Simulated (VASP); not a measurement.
Input of a VASP 6.6.1 run:

Contents of INCAR:

```
PREC = Accurate
ENCUT = 520
EDIFF = 1E-6
ISMEAR = -1
SIGMA = 0.08
LREAL = F
LASPH = T
NELM = 150
ALGO = Normal
ISIF = 2
LWAVE = F
LCHARG = F
MAGMOM = 0 0 0 0 0 0
LORBIT = 11
LSORBIT = T
GGA_COMPAT = F
LORBMOM = T
GGA = PE
NBANDS = 30
```

The input KPOINTS:

```
regular mesh
0
Gamma
  12 12 12
```

Contents of POSCAR:

```
GaSb
1.0
    0.0000000000      3.0590000000      3.0590000000
    3.0590000000      0.0000000000      3.0590000000
    3.0590000000      3.0590000000      0.0000000000
Ga Sb
1 1
Direct
    0.0000000000      0.0000000000      0.0000000000
    0.7500000000      0.7500000000      0.7500000000
```

Potentials or basis: VASP PAW PBE potentials, release 64 (Ga_d, Sb).

Launch:

```console
$ cat potpaw_PBE.64/Ga_d/POTCAR potpaw_PBE.64/Sb/POTCAR > POTCAR
$ mpirun -np 1 vasp_ncl > vasp.out
```

(1) Predict the net moment.

(2) What does it give for the pressure?

Answers

(1) 0.00 μB per cell.

(2) 2.5 GPa.
